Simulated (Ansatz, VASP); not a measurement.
## Sr3Y: VASP beside Ansatz

```xyz
8
Lattice="8.1604 0.0000 0.0000 -4.0802 7.0671 0.0000 0.0000 0.0000 6.7001" Properties=species:S:1:pos:R:3 pbc="T T T"
Sr    4.0802    4.6376    1.6750
Sr   -1.9761    5.8523    5.0250
Sr    2.1040    1.2148    1.6750
Sr    0.0000    2.4295    5.0250
Sr    6.0563    1.2148    1.6750
Sr    1.9761    5.8523    5.0250
Y     0.0000    4.7114    1.6750
Y     4.0802    2.3557    5.0250
```

Alike in both runs: functional r2SCAN; k mesh 3 × 3 × 4; occupations gaussian, width 0.1 eV; no spin polarisation.

Ansatz relaxed the structure, and its values are those at the end. VASP's run is a single point on that final structure, the one shown.

|  | VASP | Ansatz |
| --- | --- | --- |
| version | VASP 6.6.1 | Ansatz 0.2.0 |
| potentials or method | VASP PAW PBE potentials, release 64 (Sr_sv, Y_sv), cutoff 520 eV | scalar-relativistic, plane waves, PAW |
| valence electrons in the cell | 82 | 82 |

```csv
,VASP,Ansatz,Ansatz less VASP
gap on the k mesh at the Fermi level (eV),none,none,-
pressure (GPa),0.2,0.1,-0.03
```

VASP's potentials were made for PBE, not for r2SCAN. A gap of «none» marks a metal or a gap that the smearing closes. The functional is the same, so the differences come from potentials, cutoffs and numerics.
